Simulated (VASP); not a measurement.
# Hf4N2O (P-3m1) in VASP: further runs

Hf4N2O is run at these levels: r2SCAN, PBE; tasks: single point, relaxation of shape and atoms at fixed volume.

Program: VASP 6.6.1. These are calculated values, not measurements. Logs are shortened: lines on timing, memory, paths and dates and some standing lists are left out, and cuts for length are marked.

## Step 1: The cell of the first run

The structure is trigonal, space group P-3m1 (No. 164). The conventional cell has a = 3.179 Å, b = 3.179 Å, c = 10.796 Å, α = 90.00°, β = 90.00°, γ = 120.00°. Hf (site symmetry 3m) has 3 N at 2.25 Å and 3 O at 2.36 Å within 3.0 Å. Within 3.0 Å of Hf (site symmetry 3m) lie 3 N at 2.27 Å. N (site symmetry 3m) has 6 Hf at 2.25 to 2.27 Å and 1 O at 2.78 Å within 3.0 Å. Within 3.2 Å of O (site symmetry -3m) lie 6 Hf at 2.36 Å and 2 N at 2.78 Å and 6 O at 3.18 Å.

## Step 2: Single point, r2SCAN

File POSCAR:

```
Hf4N2O
1.0
    3.1787819358      0.0000000000      0.0000000000
   -1.5893909679      2.7529059094      0.0000000000
    0.0000000000      0.0000000000     10.7958158783
Hf N O
4 2 1
Direct
    0.6666666667      0.3333333333      0.8628952479
    0.6666666667      0.3333333333      0.3809751707
    0.3333333333      0.6666666667      0.1371047521
    0.3333333333      0.6666666667      0.6190248293
    0.0000000000      0.0000000000      0.7425833449
    0.0000000000      0.0000000000      0.2574166551
    0.0000000000      0.0000000000      0.0000000000
```

File INCAR.step1:

```
SYSTEM = Hf4N2O
PREC     = Accurate       ! precision mode
ENCUT    = 520            ! plane-wave cutoff, eV
ISMEAR   = 0              ! smearing method
SIGMA    = 0.1            ! smearing width, eV
LREAL    = .False.        ! projectors in reciprocal space
LASPH    = .True.         ! aspherical terms in the spheres
NELM     = 60             ! most SCF steps
NBANDS   = 37             ! bands
GGA      = PE             ! functional
ALGO     = Normal         ! electronic algorithm
EDIFF    = 1E-4           ! SCF threshold, eV
LWAVE    = .True.         ! write WAVECAR
LCHARG   = .False.        ! write CHGCAR
```

File INCAR.step2:

```
SYSTEM = Hf4N2O
PREC     = Accurate       ! precision mode
ENCUT    = 520            ! plane-wave cutoff, eV
EDIFF    = 1E-6           ! SCF threshold, eV
ISMEAR   = 0              ! smearing method
SIGMA    = 0.1            ! smearing width, eV
LREAL    = .False.        ! projectors in reciprocal space
LASPH    = .True.         ! aspherical terms in the spheres
NELM     = 60             ! most SCF steps
ALGO     = Normal         ! electronic algorithm
ISIF     = 2              ! what is computed and relaxed
LWAVE    = .False.        ! write WAVECAR
LCHARG   = .False.        ! write CHGCAR
METAGGA  = R2SCAN         ! meta-GGA
LMIXTAU  = .True.       
NBANDS   = 37             ! bands
ISTART   = 1
```

File KPOINTS:

```
Automatic mesh
0
Gamma
  12 12 4
  0 0 0
```

Potentials or basis: VASP PAW PBE potentials, release 64 (Hf_pv, N, O).

Run with:

```sh
> cat potpaw_PBE.64/Hf_pv/POTCAR potpaw_PBE.64/N/POTCAR potpaw_PBE.64/O/POTCAR > POTCAR
> cp INCAR.step1 INCAR
> mpirun -np 1 vasp_std > vasp.out
> cp INCAR.step2 INCAR
> mpirun -np 1 vasp_std > vasp.out
```

OUTCAR:

```text
SYSTEM = Hf4N2O
   PREC = Accurate
   ENCUT = 520
   EDIFF = 1E-6
   ISMEAR = 0
   LREAL = .False.
   LASPH = .True.
   NELM = 60
   ISIF = 2
   METAGGA = R2SCAN
   ISTART = 1

 ion  position               nearest neighbor table
   1  0.667  0.333  0.863-   5 2.25   5 2.25   5 2.25   7 2.36   7 2.36   7 2.36   4 3.21   4 3.21
                             4 3.21   3 3.48   3 3.48   3 3.48
   2  0.667  0.333  0.381-   6 2.27   6 2.27   6 2.27   4 3.16   4 3.16   4 3.16   3 3.21   3 3.21
                             3 3.21
   3  0.333  0.667  0.137-   6 2.25   6 2.25   6 2.25   7 2.36   7 2.36   7 2.36   2 3.21   2 3.21
                             2 3.21   1 3.48   1 3.48   1 3.48
   4  0.333  0.667  0.619-   5 2.27   5 2.27   5 2.27   2 3.16   2 3.16   2 3.16   1 3.21   1 3.21
                             1 3.21
   5  0.000  0.000  0.743-   1 2.25   1 2.25   1 2.25   4 2.27   4 2.27   4 2.27
   6  0.000  0.000  0.257-   3 2.25   3 2.25   3 2.25   2 2.27   2 2.27   2 2.27
   7  0.000  0.000  0.000-   1 2.36   3 2.36   3 2.36   1 2.36   1 2.36   3 2.36

  LATTYP: Found a hexagonal cell.
 ALAT       =     3.1787819358
 C/A-ratio  =     3.3962115352

  Lattice vectors:

 A1 = (   3.1787819358,   0.0000000000,   0.0000000000)
 A2 = (  -1.5893909679,   2.7529059094,   0.0000000000)
 A3 = (   0.0000000000,   0.0000000000,  10.7958158783)

Analysis of symmetry for initial positions (statically):
=====================================================================
 Subroutine PRICEL returns:
 Original cell was already a primitive cell.

 Routine SETGRP: Setting up the symmetry group for a
 hexagonal supercell.

 Subroutine GETGRP returns: Found 12 space group operations
 (whereof 12 operations were pure point group operations)
 out of a pool of 24 trial point group operations.

The static configuration has the point symmetry D_3d.

Analysis of symmetry for dynamics (positions and initial velocities):
=====================================================================
 Subroutine PRICEL returns:
 Original cell was already a primitive cell.

 Routine SETGRP: Setting up the symmetry group for a
 hexagonal supercell.

 Subroutine GETGRP returns: Found 12 space group operations
 (whereof 12 operations were pure point group operations)
 out of a pool of 24 trial point group operations.

The dynamic configuration has the point symmetry D_3d.

 Subroutine INISYM returns: Found 12 space group operations
 (whereof 12 operations are pure point group operations),
 and found     1 'primitive' translations

----------------------------------------------------------------------------------------

                                     Primitive cell

  volume of cell :      94.4730

  direct lattice vectors                    reciprocal lattice vectors
     3.178781936  0.000000000  0.000000000     0.314585907  0.181626258  0.000000000
    -1.589390968  2.752905909  0.000000000     0.000000000  0.363252517  0.000000000
     0.000000000  0.000000000 10.795815878     0.000000000  0.000000000  0.092628479

  length of vectors
     3.178781936  3.178781936 10.795815878     0.363252517  0.363252517  0.092628479

  position of ions in fractional coordinates (direct lattice)
     0.666666667  0.333333333  0.862895248
     0.666666667  0.333333333  0.380975171
     0.333333333  0.666666667  0.137104752
     0.333333333  0.666666667  0.619024829
     0.000000000  0.000000000  0.742583345
     0.000000000  0.000000000  0.257416655
     0.000000000  0.000000000  0.000000000

  ion indices of the primitive-cell ions
   primitive index   ion index
                 1           1
                 2           2
                 3           3
                 4           4
                 5           5
                 6           6
                 7           7

----------------------------------------------------------------------------------------

 KPOINTS: Automatic mesh

Automatic generation of k-mesh.
 Grid dimensions read from file:
 generate k-points for:   12   12    4

 Generating k-lattice:

  Cartesian coordinates                     Fractional coordinates (reciprocal lattice)
     0.026215492  0.015135522  0.000000000     0.083333333  0.000000000  0.000000000
     0.000000000  0.030271043  0.000000000     0.000000000  0.083333333  0.000000000
     0.000000000  0.000000000  0.023157120     0.000000000  0.000000000  0.250000000

  Length of vectors
     0.030271043  0.030271043  0.023157120

  Shift w.r.t. Gamma in fractional coordinates (k-lattice)
     0.000000000  0.000000000  0.000000000

 Subroutine IBZKPT returns following result:
 ===========================================

 Found     69 irreducible k-points:

 Following reciprocal coordinates:
            Coordinates               Weight
  0.000000  0.000000  0.000000      1.000000
  0.083333  0.000000  0.000000      6.000000
  0.166667  0.000000  0.000000      6.000000
  0.250000  0.000000  0.000000      6.000000
  0.333333  0.000000  0.000000      6.000000
  0.416667  0.000000  0.000000      6.000000
[... 16 lines left out ...]
  0.166667  0.000000  0.250000      6.000000
  0.000000  0.166667  0.250000      6.000000
 [... further k-points ...]
   k-points           NKPTS =     69   k-points in BZ     NKDIM =     69   number of bands    NBANDS=     37
   number of dos      NEDOS =    301   number of ions     NIONS =      7
   total plane-waves  NPLWV =  46080
   dimension x,y,z NGX =    24 NGY =   24 NGZ =   80
   dimension x,y,z NGXF=    48 NGYF=   48 NGZF=  160
   ions per type =               4   2   1
   NGX,Y,Z   is equivalent  to a cutoff of  12.55, 12.55, 12.32 a.u.
   NGXF,Y,Z  is equivalent  to a cutoff of  25.10, 25.10, 24.64 a.u.
 SYSTEM =  Hf4N2O
   PREC   = accura    normal or accurate (medium, high low for compatibility)
   ISTART =      1    job   : 0-new  1-cont  2-samecut
   ICHARG =      0    charge: 1-file 2-atom 10-const
   ISPIN  =      1    spin polarized calculation?
   LNONCOLLINEAR =      F non collinear calculations
   LSORBIT =      F    spin-orbit coupling
   LASPH  =      T    aspherical Exc in radial PAW
   ENCUT  =  520.0 eV  38.22 Ry    6.18 a.u.   5.91  5.91 20.07*2*pi/ulx,y,z
   NELM   =     60;   NELMIN=  2; NELMDL=  0     # of ELM steps
   EDIFF  = 0.1E-05   stopping-criterion for ELM
   LREAL  =      F    real-space projection
   EDIFFG = 0.1E-04   stopping-criterion for IOM
   NSW    =      0    number of steps for IOM
   IBRION =     -1    ionic relax: 0-MD 1-quasi-New 2-CG
   NFREE  =      0    steps in history (QN), initial steepest desc. (CG)
   ISIF   =      2    stress and relaxation
   ISYM   =      2    0-nonsym 1-usesym 2-fastsym
   POTIM  = 0.5000    time-step for ionic-motion
   TEBEG  =    0.0;   TEEND  =   0.0 temperature during run
   PSTRESS=    0.0 pullay stress
   NELECT =      56.0000    total number of electrons
   NUPDOWN=      -1.0000    fix difference up-down
   EMIN   =  10.00;   EMAX   =-10.00  energy-range for DOS
   EFERMI =   0.00;   METHOD = LEGACY
   ISMEAR =     0;   SIGMA  =   0.10  broadening in eV -4-tet -1-fermi 0-gaus
   EFERMI_NEDOS =   21; number of points for ismear=-14 and -15
   IALGO  =     38    algorithm
   IMIX   =      4    mixing-type and parameters
     AMIX     =   0.40;   BMIX     =  1.00
     AMIX_MAG =   1.60;   BMIX_MAG =  1.00
  volume/ion in A,a.u.               =      13.50        91.08
  Fermi-wavevector in a.u.,A,eV,Ry     =   1.375208  2.598766 25.731289  1.891196
  Thomas-Fermi vector in A             =   2.500564
   LORBIT       =      0    0 simple, 1 ext, 2 COOP (PROOUT), +10 PAW based schemes
   METAGGA = R2SCAN    functional components
   LHFCALC =     F    Hartree Fock is set to
   AEXX    =    0.0000 exact exchange contribution
   IVDW    =     0    specifies the selected vdW correction
   LEPSILON=     F    determine dielectric tensor
   LRPA    =     F    only Hartree local field effects (RPA)
 non-spin polarized calculation
 Gauss-broadening in eV      SIGMA  =   0.10
  energy-cutoff  :      520.00
  volume of cell :       94.47
 maximum number of plane-waves:      2566
   NGX = 11   NGY = 11   NGZ = 41

 number of electron      56.0000003 magnetization

 Free energy of the ion-electron system (eV)
  ---------------------------------------------------
  ext. energy  EPLUGINS =         0.00000000
  ---------------------------------------------------
  free energy    TOTEN  =      -218.16056256 eV

  energy without entropy =     -218.14827478  energy(sigma->0) =     -218.15441867

 E-fermi :   6.8576     XC(G=0): -13.0388

 val. band max:        6.8411221963   @ k =   0.2500   0.0833   0.5000
 cond. band min:       6.8579101241   @ k =   0.0000   0.3333   0.2500
 fundamental gap:      0.0167879277
 Fermi energy:         6.8576441001

 k-point     1 :       0.0000    0.0000    0.0000
  band No.  band energies     occupation
      1     -26.3136      2.00000
      2     -26.0423      2.00000
      3     -25.5366      2.00000
      4     -25.5366      2.00000
      5     -25.5252      2.00000
      6     -25.5252      2.00000
[... 29 lines left out ...]
     36       9.3700      0.00000
     37       9.5751      0.00000

 k-point     2 :       0.0833    0.0000    0.0000
  band No.  band energies     occupation
      1     -26.2957      2.00000
      2     -26.0362      2.00000
      3     -25.5884      2.00000
      4     -25.5786      2.00000
      5     -25.5491      2.00000
      6     -25.5341      2.00000
[... 29 lines left out ...]
     36       9.6962      0.00000
     37       9.8377      0.00000

 k-point     3 :       0.1667    0.0000    0.0000
  band No.  band energies     occupation
      1     -26.2464      2.00000
      2     -26.0222      2.00000
      3     -25.7351      2.00000
      4     -25.7073      2.00000
      5     -25.5817      2.00000
      6     -25.5595      2.00000
[... 29 lines left out ...]
     36      10.0262      0.00000
     37      10.2983      0.00000
[... 761 lines left out ...]
 k-point    23 :       0.1667    0.0000    0.2500
  band No.  band energies     occupation
      1     -26.2443      2.00000
      2     -26.0260      2.00000
      3     -25.7350      2.00000
      4     -25.7065      2.00000
      5     -25.5817      2.00000
      6     -25.5595      2.00000
[... 29 lines left out ...]
     36       9.8516      0.00000
     37      10.1027      0.00000

 k-point    24 :       0.0000    0.1667    0.2500
  band No.  band energies     occupation
      1     -26.2442      2.00000
      2     -26.0263      2.00000
      3     -25.7336      2.00000
      4     -25.7075      2.00000
      5     -25.5817      2.00000
      6     -25.5595      2.00000
[... 29 lines left out ...]
     36      10.0575      0.00000
     37      10.2743      0.00000

 [... further k-points ...]
[... 5 lines left out ...]
  --------------------------------------------------------------------------------------
  -------------------------------------------------------------------------------------
  Total       -3.5041672     -3.5041672     -2.8008247      0.0000000      0.0000000      0.0000000
  in kB      -59.4275501    -59.4275501    -47.4994881      0.0000000      0.0000000      0.0000000
  external PRESSURE =     -55.4515295 kB  Pullay stress =       0.0000000 kB

 VOLUME and BASIS-vectors are now :
 -----------------------------------------------------------------------------
  energy-cutoff  :      520.00
  volume of cell :       94.47
      direct lattice vectors                 reciprocal lattice vectors
     3.178781936  0.000000000  0.000000000     0.314585907  0.181626258  0.000000000
    -1.589390968  2.752905909  0.000000000     0.000000000  0.363252517  0.000000000
     0.000000000  0.000000000 10.795815878     0.000000000  0.000000000  0.092628479

 POSITION                                       TOTAL-FORCE (eV/Angst)
 -----------------------------------------------------------------------------------
      1.58939      0.91764      9.31566        -0.000000      0.000000      0.002015
      1.58939      0.91764      4.11294        -0.000000     -0.000000     -0.167375
     -0.00000      1.83527      1.48016         0.000000      0.000000     -0.002015
     -0.00000      1.83527      6.68288         0.000000      0.000000      0.167375
      0.00000      0.00000      8.01679         0.000000     -0.000000     -0.062768
      0.00000      0.00000      2.77902         0.000000     -0.000000      0.062768
      0.00000      0.00000      0.00000         0.000000      0.000000      0.000000
 -----------------------------------------------------------------------------------
    total drift:                               -0.000000      0.000000      0.000000

  FREE ENERGIE OF THE ION-ELECTRON SYSTEM (eV)
  ---------------------------------------------------
  free  energy   TOTEN  =      -218.1605625588 eV

  energy  without entropy=     -218.1482747774  energy(sigma->0) =     -218.15441867
```

It took 16 min on 1 thread of Intel Xeon Platinum 8259CL at 2.50GHz (Skylake/Cascade Lake), shared host; peak memory 0.35 GiB.

What came out:

* Free energy: -218.1606 eV
* Pressure: -5.5 GPa
* Largest force: 0.167 eV/Å
* Band gap on the k mesh: zero (bands 28 and 29 overlap by 0.87 eV)

Forces in eV/Å, atoms in the order of the input:
```
Hf   0.000  0.000  0.002
Hf   0.000  0.000 -0.167
Hf   0.000  0.000 -0.002
Hf   0.000  0.000  0.167
N    0.000  0.000 -0.063
N    0.000  0.000  0.063
O    0.000  0.000  0.000
```

Stress tensor (GPa, compression positive):
```
-5.94  0.00  0.00
 0.00 -5.94  0.00
 0.00  0.00 -4.75
```

Caveat: the cell stands under tension; the PAW data sets were made with another functional, which shifts forces and pressure a little; spin-orbit coupling is left out, which moves the levels of the heavy elements.

## Step 3: Relaxation of shape and atoms at fixed volume, PBE (12.69 Å³/atom)

This run uses another cell than the first one, of 12.69 Å³/atom.

File INCAR:

```
SYSTEM = Hf4N2O
PREC = Accurate
ENCUT = 600
EDIFF = 1E-6
ISMEAR = 0
SIGMA = 0.1
LREAL = .False.
LASPH = .True.
NELM = 60
ALGO = Normal
ISIF = 4
LWAVE = .False.
LCHARG = .False.
GGA = PE
IBRION = 2
NSW = 50
EDIFFG = -0.01
```

File KPOINTS:

```
regular mesh
0
Gamma
  12 12 4
  0 0 0
```

File POSCAR:

```
Hf4N2O
1.0
    3.1138653699      0.0000000000      0.0000000000
   -1.5569326850      2.6966865143      0.0000000000
    0.0000000000      0.0000000000     10.5756028251
Hf N O
4 2 1
Direct
    0.6666666667      0.3333333333      0.8635323625
    0.6666666667      0.3333333333      0.3816326266
    0.3333333333      0.6666666667      0.1364676375
    0.3333333333      0.6666666667      0.6183673734
    0.0000000000      0.0000000000      0.7425396835
    0.0000000000      0.0000000000      0.2574603165
    0.0000000000      0.0000000000      0.0000000000
```

Potentials or basis: VASP PAW PBE potentials, release 64 (Hf_pv, N, O).

Run with:

```sh
> cat potpaw_PBE.64/Hf_pv/POTCAR potpaw_PBE.64/N/POTCAR potpaw_PBE.64/O/POTCAR > POTCAR
> mpirun -np 1 vasp_std > vasp.out
```

Wall time 19 min (1 thread of Intel Xeon Platinum 8259CL at 2.50GHz (Skylake/Cascade Lake), shared host); peak memory 0.39 GiB.

Results (log left out):

```
Free energy               : -73.0145 eV
Energy gained by relaxing : 0.3 meV/atom
Ionic steps               : 6
Pressure after relaxing   : 12.3 GPa
Band gap on the k mesh    : zero (bands 28 and 29 overlap by 0.90 eV)
```

Forces in eV/Å, atoms in the order of the input:
```
Hf   0.000  0.000 -0.002
Hf   0.000  0.000  0.002
Hf   0.000  0.000  0.002
Hf   0.000  0.000 -0.002
N    0.000  0.000  0.001
N    0.000  0.000 -0.001
O    0.000  0.000  0.000
```

The path:
```
step  energy change (eV)  largest force (eV/Å)  pressure (GPa)  volume (Å³)
   1              0.0000                0.1969           12.51        88.80
   2             -0.0017                0.0619           12.24        88.80
   3             -0.0018                0.0479           12.29        88.80
   4             -0.0019                0.0238           12.28        88.80
   5             -0.0020                0.0205           12.27        88.80
   6             -0.0020                0.0024           12.29        88.80
```

Final structure:
```xyz
7
Lattice="3.1140 0.0000 0.0000 -1.5570 2.6968 0.0000 0.0000 0.0000 10.5749" Properties=species:S:1:pos:R:3 pbc="T T T"
Hf    1.5570    0.8989    9.1421
Hf    1.5570    0.8989    4.0372
Hf    0.0000    1.7979    1.4328
Hf    0.0000    1.7979    6.5377
N     0.0000    0.0000    7.8565
N    -1.5570    2.6968    2.7184
O     0.0000    0.0000    0.0000
```

Levels at points of the mesh, in eV from the Fermi level:
| k point | band 24 | band 25 | band 26 | band 27 | band 28 | band 29 | band 30 | band 31 | band 32 | band 33 |
| --- | --- | --- | --- | --- | --- | --- | --- | --- | --- | --- |
| (0.00, 0.00, 0.00) | -4.57 | -2.98 | -0.62 | -0.27 | 0.59 | 0.99 | 0.99 | 1.38 | 1.38 | 1.48 |
| (0.50, 0.00, 0.00) | -4.63 | -2.96 | -1.54 | -0.89 | -0.15 | 0.19 | 2.23 | 2.80 | 3.21 | 3.60 |
| (0.00, 0.00, 0.50) | -4.62 | -2.35 | -1.36 | -0.09 | 0.48 | 0.78 | 0.78 | 1.72 | 1.83 | 1.83 |
| (0.50, 0.00, 0.50) | -4.54 | -2.54 | -2.14 | -0.75 | -0.19 | 0.73 | 1.43 | 3.23 | 3.32 | 3.46 |

Caveat: spin-orbit coupling is left out, which moves the levels of the heavy elements.
